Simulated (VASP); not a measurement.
# Al (P6_3/mmc) in VASP: a series of runs

Runs on Al. Level: LDA. Tasks: single point.

All numbers are computed with VASP 6.6.1; they aren't measurements. Logs are shortened: lines on timing, memory, paths and dates and some standing lists are left out, and cuts for length are marked.

## Step 1: The cell of the first run

Symmetry: P6_3/mmc, No. 194, hexagonal system. Conventional cell: a = 2.806 Å, b = 2.806 Å, c = 9.305 Å, α = 90.00°, β = 90.00°, γ = 120.00°. Al (site symmetry -3m) has 12 Al at 2.81 to 2.83 Å within 3.7 Å. Al (site symmetry -6m2) has 12 Al at 2.81 to 2.83 Å within 3.7 Å.

This isn't the form of Al at room conditions, which is fcc.

## Step 2: Single point, LDA

Input file INCAR:

```
PREC = Accurate ; ENCUT = 520
EDIFF = 1E-6 ; ISMEAR = -1
SIGMA = 0.1 ; LREAL = F
LASPH = T ; NELM = 80
ALGO = Normal ; ISIF = 2
LWAVE = F ; LCHARG = T
GGA = CA ; LELF = T
LVHAR = T ; NBANDS = 14
```

Input file KPOINTS:

```
Automatic mesh
0
Gamma
  13 13 4
```

Input file POSCAR:

```
Al
1.0
    2.8062517591      0.0000000000      0.0000000000
   -1.4031258796      2.4302853128      0.0000000000
    0.0000000000      0.0000000000      9.3050071382
Al
4
Direct
    1.0000000000      0.0000000000      0.0000000000
    1.0000000000      1.0000000000      0.5000000000
    0.3333333333      0.6666666667      0.2500000000
    0.6666666667      0.3333333333      0.7500000000
```

Potentials or basis: VASP PAW LDA potentials, release 64 (Al).

Launch:

```bash
$ cat potpaw_LDA.64/Al/POTCAR > POTCAR
$ mpirun -np 1 vasp_std > vasp.out
```

OUTCAR:

```text
PREC = Accurate
   ENCUT = 520
   EDIFF = 1E-6
   ISMEAR = -1
   LREAL = F
   LASPH = T
   NELM = 80
   ISIF = 2
   GGA = CA

 ion  position               nearest neighbor table
   1  0.000  0.000  0.000-   3 2.83   4 2.83   4 2.83   3 2.83   4 2.83   3 2.83
   2  0.000  0.000  0.500-   3 2.83   4 2.83   4 2.83   3 2.83   4 2.83   3 2.83
   3  0.333  0.667  0.250-   1 2.83   2 2.83   1 2.83   2 2.83   1 2.83   2 2.83
   4  0.667  0.333  0.750-   1 2.83   2 2.83   1 2.83   2 2.83   1 2.83   2 2.83

  LATTYP: Found a hexagonal cell.
 ALAT       =     2.8062517591
 C/A-ratio  =     3.3158133828

  Lattice vectors:

 A1 = (   2.8062517591,   0.0000000000,   0.0000000000)
 A2 = (  -1.4031258796,   2.4302853128,   0.0000000000)
 A3 = (   0.0000000000,   0.0000000000,   9.3050071382)

Analysis of symmetry for initial positions (statically):
=====================================================================
 Subroutine PRICEL returns:
 Original cell was already a primitive cell.

 Routine SETGRP: Setting up the symmetry group for a
 hexagonal supercell.

 Subroutine GETGRP returns: Found 24 space group operations
 (whereof 12 operations were pure point group operations)
 out of a pool of 24 trial point group operations.

The static configuration has the point symmetry D_3d.
 The point group associated with its full space group is D_6h.

Analysis of symmetry for dynamics (positions and initial velocities):
=====================================================================
 Subroutine PRICEL returns:
 Original cell was already a primitive cell.

 Routine SETGRP: Setting up the symmetry group for a
 hexagonal supercell.

 Subroutine GETGRP returns: Found 24 space group operations
 (whereof 12 operations were pure point group operations)
 out of a pool of 24 trial point group operations.

The dynamic configuration has the point symmetry D_3d.
 The point group associated with its full space group is D_6h.

 Subroutine INISYM returns: Found 24 space group operations
 (whereof 12 operations are pure point group operations),
 and found     1 'primitive' translations

----------------------------------------------------------------------------------------

                                     Primitive cell

  volume of cell :      63.4601

  direct lattice vectors                    reciprocal lattice vectors
     2.806251759  0.000000000  0.000000000     0.356347215  0.205737161  0.000000000
    -1.403125880  2.430285313  0.000000000     0.000000000  0.411474321  0.000000000
     0.000000000  0.000000000  9.305007138     0.000000000  0.000000000  0.107469020

  length of vectors
     2.806251759  2.806251759  9.305007138     0.411474321  0.411474321  0.107469020

  position of ions in fractional coordinates (direct lattice)
     0.000000000  0.000000000  0.000000000
     0.000000000  0.000000000  0.500000000
     0.333333333  0.666666667  0.250000000
     0.666666667  0.333333333  0.750000000

  ion indices of the primitive-cell ions
   primitive index   ion index
                 1           1
                 2           2
                 3           3
                 4           4

----------------------------------------------------------------------------------------

 KPOINTS: Automatic mesh

Automatic generation of k-mesh.
 Grid dimensions read from file:
 generate k-points for:   13   13    4

 Generating k-lattice:

  Cartesian coordinates                     Fractional coordinates (reciprocal lattice)
     0.027411324  0.015825935  0.000000000     0.076923077  0.000000000  0.000000000
     0.000000000  0.031651871  0.000000000     0.000000000  0.076923077  0.000000000
     0.000000000  0.000000000  0.026867255     0.000000000  0.000000000  0.250000000

  Length of vectors
     0.031651871  0.031651871  0.026867255

  Shift w.r.t. Gamma in fractional coordinates (k-lattice)
     0.000000000  0.000000000  0.000000000

 Subroutine IBZKPT returns following result:
 ===========================================

 Found     63 irreducible k-points:

 Following reciprocal coordinates:
            Coordinates               Weight
  0.000000  0.000000  0.000000      1.000000
  0.076923  0.000000  0.000000      6.000000
  0.153846  0.000000  0.000000      6.000000
  0.230769  0.000000  0.000000      6.000000
  0.307692  0.000000  0.000000      6.000000
  0.384615  0.000000  0.000000      6.000000
[... 16 lines left out ...]
  0.076923  0.000000  0.250000     12.000000
  0.153846  0.000000  0.250000     12.000000
 [... further k-points ...]
   k-points           NKPTS =     63   k-points in BZ     NKDIM =     63   number of bands    NBANDS=     14
   number of dos      NEDOS =    301   number of ions     NIONS =      4
   total plane-waves  NPLWV =  40320
   dimension x,y,z NGX =    24 NGY =   24 NGZ =   70
   dimension x,y,z NGXF=    48 NGYF=   48 NGZF=  140
   ions per type =               4
   NGX,Y,Z   is equivalent  to a cutoff of  14.22, 14.22, 12.51 a.u.
   NGXF,Y,Z  is equivalent  to a cutoff of  28.44, 28.44, 25.01 a.u.
 SYSTEM =  unknown system
   PREC   = accura    normal or accurate (medium, high low for compatibility)
   ISTART =      0    job   : 0-new  1-cont  2-samecut
   ICHARG =      2    charge: 1-file 2-atom 10-const
   ISPIN  =      1    spin polarized calculation?
   LNONCOLLINEAR =      F non collinear calculations
   LSORBIT =      F    spin-orbit coupling
   LASPH  =      T    aspherical Exc in radial PAW
   ENCUT  =  520.0 eV  38.22 Ry    6.18 a.u.   5.22  5.22 17.30*2*pi/ulx,y,z
   NELM   =     80;   NELMIN=  2; NELMDL= -5     # of ELM steps
   EDIFF  = 0.1E-05   stopping-criterion for ELM
   LREAL  =      F    real-space projection
[... 7 lines left out ...]
   TEBEG  =    0.0;   TEEND  =   0.0 temperature during run
   PSTRESS=    0.0 pullay stress
   NELECT =      12.0000    total number of electrons
   NUPDOWN=      -1.0000    fix difference up-down
   EMIN   =  10.00;   EMAX   =-10.00  energy-range for DOS
   EFERMI =   0.00;   METHOD = LEGACY
   ISMEAR =    -1;   SIGMA  =   0.10  broadening in eV -4-tet -1-fermi 0-gaus
   EFERMI_NEDOS =   21; number of points for ismear=-14 and -15
   IALGO  =     38    algorithm
   IMIX   =      4    mixing-type and parameters
     AMIX     =   0.40;   BMIX     =  1.00
     AMIX_MAG =   1.60;   BMIX_MAG =  1.00
  volume/ion in A,a.u.               =      15.87       107.06
  Fermi-wavevector in a.u.,A,eV,Ry     =   0.939655  1.775690 12.013282  0.882951
  Thomas-Fermi vector in A             =   2.066989
   LORBIT       =      0    0 simple, 1 ext, 2 COOP (PROOUT), +10 PAW based schemes
   GGA     = CA    functional components
   LHFCALC =     F    Hartree Fock is set to
   AEXX    =    0.0000 exact exchange contribution
   IVDW    =     0    specifies the selected vdW correction
   LEPSILON=     F    determine dielectric tensor
   LRPA    =     F    only Hartree local field effects (RPA)
 non-spin polarized calculation
  energy-cutoff  :      520.00
  volume of cell :       63.46
 maximum number of plane-waves:      1724
 NGX is ok and might be reduce to    24
   NGX = 11   NGY = 11   NGZ = 35

 number of electron      12.0000000 magnetization

 Free energy of the ion-electron system (eV)
  ---------------------------------------------------
  ext. energy  EPLUGINS =         0.00000000
  ---------------------------------------------------
  free energy    TOTEN  =       -16.73965294 eV

  energy without entropy =      -16.69134234  energy(sigma->0) =      -16.71549764

 E-fermi :   8.1805     XC(G=0): -10.4902

 val. band max:        8.1670260446   @ k =   0.3846   0.0769   0.0000
 cond. band min:       8.2091404837   @ k =   0.3077   0.2308   0.2500
 fundamental gap:      0.0421144391
 Fermi energy:         8.1804823977

 k-point     1 :       0.0000    0.0000    0.0000
  band No.  band energies     occupation
      1      -3.1700      2.00000
      2      -1.4761      2.00000
      3      -1.4743      2.00000
      4       3.4173      2.00000
      5       3.5673      2.00000
      6      11.4175      0.00000
      7      11.4297      0.00000
      8      19.3060      0.00000
      9      19.3060      0.00000
     10      19.4633      0.00000
     11      19.4633      0.00000
     12      20.4040      0.00000
     13      20.4190      0.00000
     14      20.4979      0.00000

 k-point     2 :       0.0769    0.0000    0.0000
  band No.  band energies     occupation
      1      -3.0221      2.00000
      2      -1.3301      2.00000
      3      -1.3283      2.00000
      4       3.5540      2.00000
      5       3.7115      2.00000
      6      11.5364      0.00000
      7      11.5531      0.00000
      8      16.8583      0.00000
      9      17.8810      0.00000
     10      18.2017      0.00000
     11      18.2962      0.00000
     12      19.2782      0.00000
     13      19.2977      0.00000
     14      19.3297      0.00000

 k-point     3 :       0.1538    0.0000    0.0000
  band No.  band energies     occupation
      1      -2.5796      2.00000
      2      -0.8931      2.00000
      3      -0.8911      2.00000
      4       3.9638      2.00000
      5       4.1409      2.00000
      6      11.8418      0.00000
      7      11.9021      0.00000
      8      14.0128      0.00000
      9      15.3350      0.00000
     10      15.4595      0.00000
     11      16.6301      0.00000
     12      18.0601      0.00000
     13      18.0639      0.00000
     14      18.0686      0.00000
[... 324 lines left out ...]
 k-point    23 :       0.0769    0.0000    0.2500
  band No.  band energies     occupation
      1      -2.9157      2.00000
      2      -2.0672      2.00000
      3      -0.3860      2.00000
      4       2.0983      2.00000
      5       5.3530      2.00000
      6       9.3179      0.00002
      7      13.9045      0.00000
      8      16.9425      0.00000
      9      17.6215      0.00000
     10      17.9694      0.00000
     11      18.6749      0.00000
     12      18.7587      0.00000
     13      19.0450      0.00000
     14      19.5986      0.00000

 k-point    24 :       0.1538    0.0000    0.2500
  band No.  band energies     occupation
      1      -2.4735      2.00000
      2      -1.6278      2.00000
      3       0.0480      2.00000
      4       2.5234      2.00000
      5       5.7651      2.00000
      6       9.6970      0.00000
      7      13.7478      0.00000
      8      14.4168      0.00000
      9      14.8600      0.00000
     10      16.2019      0.00000
     11      16.7195      0.00000
     12      17.4355      0.00000
     13      17.8909      0.00000
     14      18.6039      0.00000

 [... further k-points ...]

------------------------ aborting loop because EDIFF is reached ----------------------------------------

  FORCE on cell =-STRESS in cart. coord.  units (eV):
  Direction    XX          YY          ZZ          XY          YZ          ZX
  --------------------------------------------------------------------------------------
  -------------------------------------------------------------------------------------
  Total        0.0328762      0.0328762      0.0277766     -0.0000000     -0.0000000      0.0000000
  in kB        0.8300246      0.8300246      0.7012761     -0.0000000     -0.0000000      0.0000000
  external PRESSURE =       0.7871084 kB  Pullay stress =       0.0000000 kB

 VOLUME and BASIS-vectors are now :
 -----------------------------------------------------------------------------
  energy-cutoff  :      520.00
  volume of cell :       63.46
      direct lattice vectors                 reciprocal lattice vectors
     2.806251759  0.000000000  0.000000000     0.356347215  0.205737161  0.000000000
    -1.403125880  2.430285313  0.000000000     0.000000000  0.411474321  0.000000000
     0.000000000  0.000000000  9.305007138     0.000000000  0.000000000  0.107469020

 POSITION                                       TOTAL-FORCE (eV/Angst)
 -----------------------------------------------------------------------------------
      0.00000      0.00000      0.00000        -0.000000      0.000000      0.000000
      0.00000      0.00000      4.65250        -0.000000      0.000000      0.000000
     -0.00000      1.62019      2.32625         0.000000     -0.000000     -0.000000
      1.40313      0.81010      6.97876        -0.000000      0.000000      0.000000
 -----------------------------------------------------------------------------------
    total drift:                               -0.000000      0.000000      0.000000

  FREE ENERGIE OF THE ION-ELECTRON SYSTEM (eV)
  ---------------------------------------------------
  free  energy   TOTEN  =       -16.7396529420 eV

  energy  without entropy=      -16.6913423402  energy(sigma->0) =      -16.71549764
```

Run time: 29 s. Hardware: 1 thread of Intel Xeon 6455B, shared host; peak memory 0.18 GiB.

Results:

| Item | Value |
| --- | --- |
| Free energy | -16.7397 eV |
| Pressure | 0.1 GPa |
| Band gap on the k mesh | zero (bands 6 and 7 overlap by 5.05 eV) |

## Step 3: Single point, LDA (13.96 Å³/atom)

This run uses another cell than the first one, of 13.96 Å³/atom.

Input file INCAR:

```
PREC     = Accurate       # precision mode
ENCUT    = 520            # plane-wave cutoff, eV
EDIFF    = 1E-6           # SCF threshold, eV
ISMEAR   = -1             # smearing method
SIGMA    = 0.1            # smearing width, eV
LREAL    = F              # projectors in reciprocal space
LASPH    = T              # aspherical terms in the spheres
NELM     = 80             # most SCF steps
ALGO     = Normal         # electronic algorithm
ISIF     = 2              # what is computed and relaxed
LWAVE    = F              # write WAVECAR
LCHARG   = F              # write CHGCAR
NBANDS   = 14             # bands
```

Input file KPOINTS:

```
regular mesh
0
Gamma
  14 14 4
```

Input file POSCAR:

```
Al
1.0
    2.6891860805      0.0000000000      0.0000000000
   -1.3445930403      2.3289034612      0.0000000000
    0.0000000000      0.0000000000      8.9168391945
Al
4
Direct
    1.0000000000      0.0000000000      0.0000000000
    1.0000000000      1.0000000000      0.5000000000
    0.3333333333      0.6666666667      0.2500000000
    0.6666666667      0.3333333333      0.7500000000
```

Potentials or basis: VASP PAW LDA potentials, release 64 (Al).

Launch:

```bash
$ cat potpaw_LDA.64/Al/POTCAR > POTCAR
$ mpirun -np 1 vasp_std > vasp.out
```

It took 29 s on 1 thread of Intel Xeon 6455B, shared host; peak memory 0.17 GiB.

It converged, with:

* Free energy: -16.4297 eV
* Pressure: 14.3 GPa
* Band gap on the k mesh: zero (bands 6 and 7 overlap by 5.83 eV)

Stress tensor (GPa, compression positive):
```
14.56  0.00  0.00
 0.00 14.56  0.00
 0.00  0.00 13.91
```

Levels at points of the mesh, in eV from the Fermi level:
```csv
k point,band 3,band 4,band 5,band 6,band 7,band 8,band 9,band 10
"(0.00, 0.00, 0.00)",-10.46,-5.33,-4.83,3.46,3.47,12.10,12.10,12.13
"(0.50, 0.00, 0.00)",-4.36,-4.34,-3.48,-3.47,0.77,1.12,1.50,1.87
"(0.00, 0.00, 0.50)",-8.20,-8.20,-1.17,-1.17,8.68,8.68,12.34,12.34
"(0.50, 0.00, 0.50)",-5.20,-5.20,-2.04,-2.04,-1.31,-1.31,4.85,4.85
```

Caveat: the cell stands under pressure.

## Step 4: Single point, LDA (14.60 Å³/atom)

This run uses another cell than the first one, of 14.60 Å³/atom.

Input file INCAR:

```
PREC = Accurate
ENCUT = 520
EDIFF = 1E-6
ISMEAR = -1
SIGMA = 0.1
LREAL = F
LASPH = T
NELM = 100
ALGO = Normal
ISIF = 2
LWAVE = F
LCHARG = T
GGA = CA
LELF = T
LVHAR = T
NBANDS = 14
```

Input file KPOINTS:

```
Automatic mesh
0
Gamma
  14 14 4
```

Input file POSCAR:

```
Al
1.0
    2.7293291045      0.0000000000      0.0000000000
   -1.3646645522      2.3636683398      0.0000000000
    0.0000000000      0.0000000000      9.0499459705
Al
4
Direct
    1.0000000000      0.0000000000      0.0000000000
    1.0000000000      1.0000000000      0.5000000000
    0.3333333333      0.6666666667      0.2500000000
    0.6666666667      0.3333333333      0.7500000000
```

Launch:

```bash
$ cat potpaw_LDA.64/Al/POTCAR > POTCAR
$ mpirun -np 1 vasp_std > vasp.out
```

Run time: 32 s. Hardware: 1 thread of Intel Xeon 6455B, shared host; peak memory 0.17 GiB.

The run converged. Its results:

| Item | Value |
| --- | --- |
| Free energy | -16.6091 eV |
| Pressure | 8.5 GPa |
| Band gap on the k mesh | zero (bands 6 and 7 overlap by 5.74 eV) |

Stress tensor (GPa, compression positive):
```
8.59 0.00 0.00
0.00 8.59 0.00
0.00 0.00 8.33
```

Levels at points of the mesh, in eV from the Fermi level:
```csv
k point,band 3,band 4,band 5,band 6,band 7,band 8,band 9,band 10
"(0.00, 0.00, 0.00)",-10.19,-5.15,-4.77,3.36,3.38,11.77,11.77,11.81
"(0.50, 0.00, 0.00)",-4.22,-4.22,-3.43,-3.42,0.78,1.17,1.39,1.76
"(0.00, 0.00, 0.50)",-7.99,-7.99,-1.15,-1.15,8.47,8.47,12.06,12.06
"(0.50, 0.00, 0.50)",-5.09,-5.09,-2.00,-2.00,-1.28,-1.28,4.78,4.78
```

Caveat: the cell stands under pressure.

## Step 5: The runs side by side

```tsv
cell	k mesh	gap on the mesh (eV)	pressure (GPa)
a = 2.806, b = 2.806, c = 9.305 Å, angles 90.0, 90.0, 120.0°, 4 atoms	13 × 13 × 4	none	0.1
a = 2.689, b = 2.689, c = 8.917 Å, angles 90.0, 90.0, 120.0°, 4 atoms	14 × 14 × 4	none	14.3
a = 2.729, b = 2.729, c = 9.050 Å, angles 90.0, 90.0, 120.0°, 4 atoms	14 × 14 × 4	none	8.5
```

Alike in all rows: task single point; level LDA; potentials or basis VASP PAW LDA potentials, release 64 (Al); no spin polarisation; cutoff (eV) 520; smearing fermi-dirac 0.1 eV.

Caveats: the cell stands under pressure (at least some runs).

Absolute energies hang on the potentials; compare differences alone.
